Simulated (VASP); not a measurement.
Al4Ru5: single point with PBEsol

Al4Ru5, a slab with vacuum:

```
Ru Al
1.0
     2.99160    0.00000    0.00000
     0.00000    2.99160    0.00000
     0.00000    0.00000   31.96640
Ru Al
5 4
Direct
  0.50000 0.50000 0.31283
  0.50000 0.50000 0.40641
  0.50000 0.50000 0.49861
  0.50000 0.50000 0.59079
  0.50000 0.50000 0.67936
  0.00000 0.00000 0.35962
  0.00000 0.00000 0.45321
  0.00000 0.00000 0.54386
  0.00000 0.00000 0.63616
```

| Item | Value |
| --- | --- |
| Program | VASP 6.6.1 |
| Task | single point |
| Functional | PBEsol |
| Potentials or basis | VASP PAW PBE potentials, release 64 (Ru_pv, Al) |
| Cutoff | 520 eV |
| k mesh | 17 × 17 × 1 |
| Occupations | gaussian, width 0.1 eV |
| Spin | no spin polarisation |
| Dipole correction | yes |
| Further INCAR settings | ALGO = Fast; EDIFF = 1e-06; NBANDS = 51 |

| Quantity | Value |
| --- | --- |
| Largest force | 0.829 eV/Å |
| Band gap on the k mesh | zero (bands 41 and 42 overlap by 2.17 eV) |

Forces in eV/Å, atoms in the order of the input:
```
Ru   0.000  0.000  0.829
Ru   0.000  0.000 -0.523
Ru   0.000  0.000 -0.026
Ru   0.000  0.000  0.034
Ru   0.000  0.000  0.068
Al   0.000  0.000 -0.240
Al   0.000  0.000 -0.154
Al   0.000  0.000  0.068
Al   0.000  0.000 -0.056
```

Levels at points of the mesh, in eV from the Fermi level:
| k point | band 40 | band 41 | band 42 | band 43 | band 44 | band 45 |
| --- | --- | --- | --- | --- | --- | --- |
| (0.00, 0.00, 0.00) | 0.12 | 0.22 | 0.22 | 0.22 | 0.34 | 0.54 |

It took 35 min on 1 thread of Oxide Virtual Turin-like Processor, on a shared host, peak memory 0.66 GiB.

Caveat: the PAW data sets were made with another functional, which shifts forces and pressure a little.
